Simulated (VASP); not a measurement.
Wanted: the native input for a VASP 6.6.1 run.

```yaml
Task: single point
Functional: r2SCAN
Potentials_or_basis: VASP PAW PBE potentials, release 64 (Cd, Ir)
Cutoff: 520 eV
k_mesh: 8 × 8 × 5
Occupations: methfessel-paxton, width 0.1 eV
Spin: no spin polarisation
Dipole_correction: no
Further_INCAR_settings: ALGO = Normal; EDIFF = 1e-06; NBANDS = 18
```

Crystal: CdIr.

```
Cd Ir
1.0
     3.28538    0.00000    0.00000
    -1.64269    2.84522    0.00000
     0.00000    0.00000    4.44784
Cd Ir
1 1
Direct
  0.00000 0.00000 0.00000
  0.00000 0.00000 0.50000
```

These files were run (other wordings do the same):

POSCAR

```
CdIr
1.0
    3.2853797500      0.0000000000      0.0000000000
   -1.6426898800      2.8452223300      0.0000000000
    0.0000000000      0.0000000000      4.4478366900
Cd Ir
1 1
Direct
    0.0000000000      0.0000000000      0.0000000000
    0.0000000000      0.0000000000      0.5000000000
```

INCAR.step1

```
SYSTEM = CdIr
PREC     = Accurate       ! precision mode
ENCUT    = 520            ! plane-wave cutoff, eV
ISMEAR   = 1              ! smearing method
SIGMA    = 0.1            ! smearing width, eV
LREAL    = .FALSE.        ! projectors in reciprocal space
LASPH    = .TRUE.         ! aspherical terms in the spheres
NELM     = 60             ! most SCF steps
NBANDS   = 18             ! bands
GGA      = PE             ! functional
ALGO     = Normal         ! electronic algorithm
EDIFF    = 1E-4           ! SCF threshold, eV
LWAVE    = .TRUE.         ! write WAVECAR
LCHARG   = .FALSE.        ! write CHGCAR
```

INCAR.step2

```
SYSTEM = CdIr
PREC     = Accurate       ! precision mode
ENCUT    = 520            ! plane-wave cutoff, eV
EDIFF    = 1E-6           ! SCF threshold, eV
ISMEAR   = 1              ! smearing method
SIGMA    = 0.1            ! smearing width, eV
LREAL    = .FALSE.        ! projectors in reciprocal space
LASPH    = .TRUE.         ! aspherical terms in the spheres
NELM     = 60             ! most SCF steps
ALGO     = Normal         ! electronic algorithm
ISIF     = 2              ! what is computed and relaxed
LWAVE    = .FALSE.        ! write WAVECAR
LCHARG   = .FALSE.        ! write CHGCAR
METAGGA  = R2SCAN         ! meta-GGA
LMIXTAU  = .TRUE.       
NBANDS   = 18             ! bands
ISTART   = 1
```

KPOINTS

```
regular mesh
0
G
  8 8 5
  0 0 0
```

Potentials or basis: VASP PAW PBE potentials, release 64 (Cd, Ir).

Command:

```bash
$ cat potpaw_PBE.64/Cd/POTCAR potpaw_PBE.64/Ir/POTCAR > POTCAR
$ cp INCAR.step1 INCAR
$ mpirun -np 1 vasp_std > vasp.out
$ cp INCAR.step2 INCAR
$ mpirun -np 1 vasp_std > vasp.out
```

It gave:

The pressure is 26.7 GPa.

Caveat: the PAW data sets were made with another functional, which shifts forces and pressure a little.

Run time: 43 s on 1 thread of Intel(R) Xeon(R) Platinum 8375C CPU @ 2.90GHz (Ice Lake), with other jobs on the host, peak memory 0.17 GiB.
